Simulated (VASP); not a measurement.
# NbCd3 (Pm-3m) in VASP: notebook

Runs on NbCd3. Level: PBEsol. Tasks: single point.

Everything below comes from runs of VASP 6.6.1. Logs are shortened: lines on timing, memory, paths and dates and some standing lists are left out, and cuts for length are marked.

### Step 1. The cell of the first run

Symmetry: Pm-3m, No. 221, cubic system. The conventional cell has a = 4.232 Å, b = 4.232 Å, c = 4.232 Å, α = 90.00°, β = 90.00°, γ = 90.00°. Within 3.9 Å of Nb (site symmetry m-3m) lie 12 Cd at 2.99 Å. Cd (site symmetry 4/mmm) has 4 Nb at 2.99 Å and 8 Cd at 2.99 Å within 3.9 Å.

### Step 2. Single point, PBEsol

File INCAR:

```
PREC = Accurate ; ENCUT = 520
EDIFF = 1E-6 ; ISMEAR = -1
SIGMA = 0.05 ; LREAL = F
LASPH = T ; NELM = 60
ALGO = Normal ; ISIF = 2
LWAVE = F ; LCHARG = F
GGA = PS ; NBANDS = 32
```

File KPOINTS:

```
Automatic mesh
0
Gamma
  8 8 8
```

File POSCAR:

```
NbCd3
1.0
    4.2315374934      0.0000000000      0.0000000000
    0.0000000000      4.2315374934      0.0000000000
    0.0000000000      0.0000000000      4.2315374934
Nb Cd
1 3
Direct
    0.0000000000      0.0000000000      0.0000000000
    0.0000000000      0.5000000000      0.5000000000
    0.5000000000      0.0000000000      0.5000000000
    0.5000000000      0.5000000000      0.0000000000
```

Potentials or basis: VASP PAW PBE potentials, release 64 (Nb_sv, Cd).

Launch:

```sh
$ cat potpaw_PBE.64/Nb_sv/POTCAR potpaw_PBE.64/Cd/POTCAR > POTCAR
$ mpirun -np 1 vasp_std > vasp.out
```

OUTCAR:

```text
PREC = Accurate
   ENCUT = 520
   EDIFF = 1E-6
   ISMEAR = -1
   LREAL = F
   LASPH = T
   NELM = 60
   ISIF = 2
   GGA = PS

 ion  position               nearest neighbor table
   1  0.000  0.000  0.000-   2 2.99   3 2.99   4 2.99   2 2.99   3 2.99   2 2.99   4 2.99   2 2.99
                             3 2.99   4 2.99   3 2.99   4 2.99
   2  0.000  0.500  0.500-   1 2.99   3 2.99   4 2.99   1 2.99   4 2.99   1 2.99   3 2.99   1 2.99
                             3 2.99   4 2.99   4 2.99   3 2.99
   3  0.500  0.000  0.500-   1 2.99   2 2.99   4 2.99   1 2.99   4 2.99   2 2.99   4 2.99   4 2.99
                             1 2.99   2 2.99   1 2.99   2 2.99
   4  0.500  0.500  0.000-   1 2.99   2 2.99   3 2.99   2 2.99   3 2.99   1 2.99   3 2.99   3 2.99
                             1 2.99   2 2.99   2 2.99   1 2.99

  LATTYP: Found a simple cubic cell.
 ALAT       =     4.2315374934

  Lattice vectors:

 A1 = (   4.2315374934,   0.0000000000,   0.0000000000)
 A2 = (   0.0000000000,   4.2315374934,   0.0000000000)
 A3 = (   0.0000000000,   0.0000000000,   4.2315374934)

Analysis of symmetry for initial positions (statically):
=====================================================================
 Subroutine PRICEL returns:
 Original cell was already a primitive cell.

 Routine SETGRP: Setting up the symmetry group for a
 simple cubic supercell.

 Subroutine GETGRP returns: Found 48 space group operations
 (whereof 48 operations were pure point group operations)
 out of a pool of 48 trial point group operations.

The static configuration has the point symmetry O_h .

Analysis of symmetry for dynamics (positions and initial velocities):
=====================================================================
 Subroutine PRICEL returns:
 Original cell was already a primitive cell.

 Routine SETGRP: Setting up the symmetry group for a
 simple cubic supercell.

 Subroutine GETGRP returns: Found 48 space group operations
 (whereof 48 operations were pure point group operations)
 out of a pool of 48 trial point group operations.

The dynamic configuration has the point symmetry O_h .

 Subroutine INISYM returns: Found 48 space group operations
 (whereof 48 operations are pure point group operations),
 and found     1 'primitive' translations

----------------------------------------------------------------------------------------

                                     Primitive cell

  volume of cell :      75.7695

  direct lattice vectors                    reciprocal lattice vectors
     4.231537493  0.000000000  0.000000000     0.236320723  0.000000000  0.000000000
     0.000000000  4.231537493  0.000000000     0.000000000  0.236320723  0.000000000
     0.000000000  0.000000000  4.231537493     0.000000000  0.000000000  0.236320723

  length of vectors
     4.231537493  4.231537493  4.231537493     0.236320723  0.236320723  0.236320723

  position of ions in fractional coordinates (direct lattice)
     0.000000000  0.000000000  0.000000000
     0.000000000  0.500000000  0.500000000
     0.500000000  0.000000000  0.500000000
     0.500000000  0.500000000  0.000000000

  ion indices of the primitive-cell ions
   primitive index   ion index
                 1           1
                 2           2
                 3           3
                 4           4

----------------------------------------------------------------------------------------

 KPOINTS: Automatic mesh

Automatic generation of k-mesh.
 Grid dimensions read from file:
 generate k-points for:    8    8    8

 Generating k-lattice:

  Cartesian coordinates                     Fractional coordinates (reciprocal lattice)
     0.029540090  0.000000000  0.000000000     0.125000000  0.000000000  0.000000000
     0.000000000  0.029540090  0.000000000     0.000000000  0.125000000  0.000000000
     0.000000000  0.000000000  0.029540090     0.000000000  0.000000000  0.125000000

  Length of vectors
     0.029540090  0.029540090  0.029540090

  Shift w.r.t. Gamma in fractional coordinates (k-lattice)
     0.000000000  0.000000000  0.000000000

 Subroutine IBZKPT returns following result:
 ===========================================

 Found     35 irreducible k-points:

 Following reciprocal coordinates:
            Coordinates               Weight
  0.000000  0.000000  0.000000      1.000000
  0.125000  0.000000  0.000000      6.000000
  0.250000  0.000000  0.000000      6.000000
  0.375000  0.000000  0.000000      6.000000
  0.500000  0.000000  0.000000      3.000000
  0.125000  0.125000  0.000000     12.000000
[... 16 lines left out ...]
  0.375000  0.375000  0.125000     24.000000
  0.500000  0.375000  0.125000     24.000000
 [... further k-points ...]
   k-points           NKPTS =     35   k-points in BZ     NKDIM =     35   number of bands    NBANDS=     32
   number of dos      NEDOS =    301   number of ions     NIONS =      4
   total plane-waves  NPLWV =  32768
   dimension x,y,z NGX =    32 NGY =   32 NGZ =   32
   dimension x,y,z NGXF=    64 NGYF=   64 NGZF=   64
   ions per type =               1   3
   NGX,Y,Z   is equivalent  to a cutoff of  12.57, 12.57, 12.57 a.u.
   NGXF,Y,Z  is equivalent  to a cutoff of  25.14, 25.14, 25.14 a.u.
 SYSTEM =  unknown system
   PREC   = accura    normal or accurate (medium, high low for compatibility)
   ISTART =      0    job   : 0-new  1-cont  2-samecut
   ICHARG =      2    charge: 1-file 2-atom 10-const
   ISPIN  =      1    spin polarized calculation?
   LNONCOLLINEAR =      F non collinear calculations
   LSORBIT =      F    spin-orbit coupling
   LASPH  =      T    aspherical Exc in radial PAW
   ENCUT  =  520.0 eV  38.22 Ry    6.18 a.u.   7.87  7.87  7.87*2*pi/ulx,y,z
   NELM   =     60;   NELMIN=  2; NELMDL= -5     # of ELM steps
   EDIFF  = 0.1E-05   stopping-criterion for ELM
   LREAL  =      F    real-space projection
   EDIFFG = 0.1E-04   stopping-criterion for IOM
   NSW    =      0    number of steps for IOM
   IBRION =     -1    ionic relax: 0-MD 1-quasi-New 2-CG
   NFREE  =      0    steps in history (QN), initial steepest desc. (CG)
   ISIF   =      2    stress and relaxation
   ISYM   =      2    0-nonsym 1-usesym 2-fastsym
   POTIM  = 0.5000    time-step for ionic-motion
   TEBEG  =    0.0;   TEEND  =   0.0 temperature during run
   PSTRESS=    0.0 pullay stress
   NELECT =      49.0000    total number of electrons
   NUPDOWN=      -1.0000    fix difference up-down
   EMIN   =  10.00;   EMAX   =-10.00  energy-range for DOS
   EFERMI =   0.00;   METHOD = LEGACY
   ISMEAR =    -1;   SIGMA  =   0.05  broadening in eV -4-tet -1-fermi 0-gaus
   EFERMI_NEDOS =   21; number of points for ismear=-14 and -15
   IALGO  =     38    algorithm
   IMIX   =      4    mixing-type and parameters
     AMIX     =   0.40;   BMIX     =  1.00
     AMIX_MAG =   1.60;   BMIX_MAG =  1.00
  volume/ion in A,a.u.               =      18.94       127.83
  Fermi-wavevector in a.u.,A,eV,Ry     =   1.415713  2.675310 27.269400  2.004244
  Thomas-Fermi vector in A             =   2.537123
   LORBIT       =      0    0 simple, 1 ext, 2 COOP (PROOUT), +10 PAW based schemes
   GGA     = PS    functional components
   LHFCALC =     F    Hartree Fock is set to
   AEXX    =    0.0000 exact exchange contribution
   IVDW    =     0    specifies the selected vdW correction
   LEPSILON=     F    determine dielectric tensor
   LRPA    =     F    only Hartree local field effects (RPA)
 non-spin polarized calculation
  energy-cutoff  :      520.00
  volume of cell :       75.77
 maximum number of plane-waves:      2064
 NGX is ok and might be reduce to    32
   NGX = 15   NGY = 15   NGZ = 15

 number of electron      49.0000030 magnetization

 Free energy of the ion-electron system (eV)
  ---------------------------------------------------
  ext. energy  EPLUGINS =         0.00000000
  ---------------------------------------------------
  free energy    TOTEN  =       -14.13335447 eV

  energy without entropy =      -14.11749952  energy(sigma->0) =      -14.12542699

 E-fermi :   4.9623     XC(G=0): -12.0567

 val. band max:        4.9508621061   @ k =   0.3750   0.2500   0.1250
 cond. band min:       5.0470160247   @ k =   0.2500   0.2500   0.1250
 fundamental gap:      0.0961539186
 Fermi energy:         4.9623156394

 k-point     1 :       0.0000    0.0000    0.0000
  band No.  band energies     occupation
      1     -49.8420      2.00000
      2     -25.9243      2.00000
      3     -25.9243      2.00000
      4     -25.9243      2.00000
      5      -4.6396      2.00000
      6      -4.4063      2.00000
[... 24 lines left out ...]
     31      10.8241      0.00000
     32      12.5539      0.00000

 k-point     2 :       0.1250    0.0000    0.0000
  band No.  band energies     occupation
      1     -49.8419      2.00000
      2     -25.9275      2.00000
      3     -25.9244      2.00000
      4     -25.9244      2.00000
      5      -4.5827      2.00000
      6      -4.3846      2.00000
[... 24 lines left out ...]
     31      11.5481      0.00000
     32      12.6396      0.00000

 k-point     3 :       0.2500    0.0000    0.0000
  band No.  band energies     occupation
      1     -49.8417      2.00000
      2     -25.9354      2.00000
      3     -25.9248      2.00000
      4     -25.9248      2.00000
      5      -4.4308      2.00000
      6      -4.3273      2.00000
[... 24 lines left out ...]
     31      12.2544      0.00000
     32      12.2544      0.00000

 k-point     4 :       0.3750    0.0000    0.0000
  band No.  band energies     occupation
      1     -49.8415      2.00000
      2     -25.9432      2.00000
      3     -25.9251      2.00000
      4     -25.9251      2.00000
      5      -4.2606      2.00000
      6      -4.2425      2.00000
[... 654 lines left out ...]
     31      11.8001      0.00000
     32      13.0391      0.00000

 k-point    23 :       0.3750    0.3750    0.1250
  band No.  band energies     occupation
      1     -49.8409      2.00000
      2     -25.9408      2.00000
      3     -25.9395      2.00000
      4     -25.9278      2.00000
      5      -4.1351      2.00000
      6      -3.9785      2.00000
[... 24 lines left out ...]
     31      11.1056      0.00000
     32      12.1302      0.00000

 k-point    24 :       0.5000    0.3750    0.1250
  band No.  band energies     occupation
      1     -49.8409      2.00000
      2     -25.9427      2.00000
      3     -25.9397      2.00000
      4     -25.9279      2.00000
      5      -4.0591      2.00000
      6      -3.9784      2.00000
[... 24 lines left out ...]
     31      11.3004      0.00000
     32      12.7111      0.00000

 [... further k-points ...]

------------------------ aborting loop because EDIFF is reached ----------------------------------------

  FORCE on cell =-STRESS in cart. coord.  units (eV):
  Direction    XX          YY          ZZ          XY          YZ          ZX
  --------------------------------------------------------------------------------------
  -------------------------------------------------------------------------------------
  Total        0.2338878      0.2338878      0.2338878     -0.0000000     -0.0000000     -0.0000000
  in kB        4.9456517      4.9456517      4.9456517     -0.0000000     -0.0000000     -0.0000000
  external PRESSURE =       4.9456517 kB  Pullay stress =       0.0000000 kB

 VOLUME and BASIS-vectors are now :
 -----------------------------------------------------------------------------
  energy-cutoff  :      520.00
  volume of cell :       75.77
      direct lattice vectors                 reciprocal lattice vectors
     4.231537493  0.000000000  0.000000000     0.236320723  0.000000000  0.000000000
     0.000000000  4.231537493  0.000000000     0.000000000  0.236320723  0.000000000
     0.000000000  0.000000000  4.231537493     0.000000000  0.000000000  0.236320723

 POSITION                                       TOTAL-FORCE (eV/Angst)
 -----------------------------------------------------------------------------------
      0.00000      0.00000      0.00000         0.000000      0.000000      0.000000
      0.00000      2.11577      2.11577         0.000000      0.000000      0.000000
      2.11577      0.00000      2.11577         0.000000      0.000000      0.000000
      2.11577      2.11577      0.00000         0.000000      0.000000      0.000000
 -----------------------------------------------------------------------------------
    total drift:                                0.000000     -0.000000     -0.000000

  FREE ENERGIE OF THE ION-ELECTRON SYSTEM (eV)
  ---------------------------------------------------
  free  energy   TOTEN  =       -14.1333544731 eV

  energy  without entropy=      -14.1174995168  energy(sigma->0) =      -14.12542699
```

Run time: 27 s. Hardware: 1 thread of Intel Xeon Platinum 8488C (Sapphire Rapids), shared host; peak memory 0.22 GiB.

Results:

```yaml
Free_energy: -14.1334 eV
Pressure: 0.5 GPa
```

Levels at points of the mesh, in eV from the Fermi level:
| k point | band 22 | band 23 | band 24 | band 25 | band 26 | band 27 | band 28 | band 29 |
| --- | --- | --- | --- | --- | --- | --- | --- | --- |
| (0.00, 0.00, 0.00) | -0.92 | 0.22 | 0.22 | 0.22 | 1.29 | 1.29 | 1.29 | 5.49 |
| (0.50, 0.00, 0.00) | -0.87 | -0.87 | -0.79 | 1.05 | 1.21 | 3.23 | 4.23 | 4.23 |
| (0.50, 0.50, 0.00) | -3.17 | -3.15 | -0.30 | -0.30 | 1.15 | 1.83 | 2.19 | 5.61 |
| (0.50, 0.50, 0.50) | -2.39 | -2.35 | -1.19 | -1.19 | -1.19 | 1.53 | 1.53 | 3.70 |

Caveat: the PAW data sets were made with another functional, which shifts forces and pressure a little.

### Step 3. Single point, PBEsol

File INCAR:

```
SYSTEM = NbCd3
PREC = Accurate
ENCUT = 520
EDIFF = 1E-6
ISMEAR = -1
SIGMA = 0.05
LREAL = .False.
LASPH = .True.
NELM = 60
ALGO = Normal
ISIF = 2
LWAVE = .False.
LCHARG = .False.
GGA = PS
NBANDS = 32
```

File KPOINTS:

```
regular mesh
0
Gamma
  8 8 8
  0 0 0
```

POSCAR is that of step 2.

Potentials or basis: VASP PAW PBE potentials, release 64 (Nb_sv, Cd).

Launch:

```sh
$ cat potpaw_PBE.64/Nb_sv/POTCAR potpaw_PBE.64/Cd/POTCAR > POTCAR
$ mpirun -np 1 vasp_std > vasp.out
```

It took 27 s on 1 thread of Intel Xeon Platinum 8488C (Sapphire Rapids), shared host; peak memory 0.21 GiB.

It converged, with:

```
Free energy : -14.1334 eV
Pressure    : 0.5 GPa
```

Levels at points of the mesh, in eV from the Fermi level:
| k point | band 22 | band 23 | band 24 | band 25 | band 26 | band 27 | band 28 | band 29 |
| --- | --- | --- | --- | --- | --- | --- | --- | --- |
| (0.00, 0.00, 0.00) | -0.92 | 0.22 | 0.22 | 0.22 | 1.29 | 1.29 | 1.29 | 5.49 |
| (0.50, 0.00, 0.00) | -0.87 | -0.87 | -0.79 | 1.05 | 1.21 | 3.23 | 4.23 | 4.23 |
| (0.50, 0.50, 0.00) | -3.17 | -3.15 | -0.30 | -0.30 | 1.15 | 1.83 | 2.19 | 5.61 |
| (0.50, 0.50, 0.50) | -2.39 | -2.35 | -1.19 | -1.19 | -1.19 | 1.53 | 1.53 | 3.70 |

Caveat: the PAW data sets were made with another functional, which shifts forces and pressure a little.
